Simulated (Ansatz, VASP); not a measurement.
**One calculation of Ga, two programs**

File INCAR:

```
PREC = Accurate
ENCUT = 520
EDIFF = 1E-7
ISMEAR = 0
SIGMA = 0.05
LREAL = F
LASPH = T
NELM = 60
ALGO = Fast
ISIF = 2
LWAVE = F
LCHARG = T
GGA = PE
LELF = T
LVHAR = T
NBANDS = 20
```

KPOINTS

```
regular mesh
0
Gamma
  14 10 14
```

Contents of POSCAR:

```
Ga
1.0
   -2.7660000000      0.0000000000      0.0000000000
   -0.1174474948      0.0000000000      3.3299294416
   -1.3830000000      4.0265000000      0.0000000000
Ga
2
Direct
    0.8690000000      0.2500000000      0.2620000000
    0.1310000000      0.7500000000      0.7380000000
```

Input for Ansatz:

```yaml
crystal:
  lattice:
    - [-2.766, 0.0, 0.0]
    - [-0.1174474948, 0.0, 3.3299294416]
    - [-1.383, 4.0265, 0.0]
  atoms:
    - { symbol: Ga, position: [0.869, 0.25, 0.262] }
    - { symbol: Ga, position: [0.131, 0.75, 0.738] }
basis:
  ecutwfc: 420
  fft_grid_basis: typed
kpoints:
  mp_grid: { grid: [14, 10, 14] }
hamiltonian:
  xc: pbe
  pseudopotentials: { kind: paw }
scf:
  occupations: { method: gaussian, width: 0.05 }
output:
  forces: true
  stress: true
  eigenvalues: true
  bader: true
  write_density: true
  volumetric_format: npy
  elf: true
```

Alike in both runs: task single point; functional PBE; k mesh 14 × 10 × 14; occupations gaussian, width 0.05 eV; no spin polarisation.

|  | VASP | Ansatz |
| --- | --- | --- |
| version | VASP 6.6.1 | Ansatz 0.2.0 |
| potentials or method | VASP PAW PBE potentials, release 64 (Ga_d), cutoff 520 eV | scalar-relativistic, plane waves, PAW |
| valence electrons in the cell | 26 | 26 |

```tsv
	VASP	Ansatz	Ansatz less VASP
gap on the k mesh at the Fermi level (eV)	none	none	-
pressure (GPa)	1.6	1.7	+0.15
traceless stress, the component that is largest in VASP (GPa)	-0.58	-0.56	+0.015
rms of the force components (eV/Å)	0.116	0.115	-0.0015
```

Atom by atom the forces differ by 0.002 eV/Å (rms over components). A gap of «none» marks a metal or a gap that the smearing closes. The functional is the same, so the differences come from potentials, cutoffs and numerics.
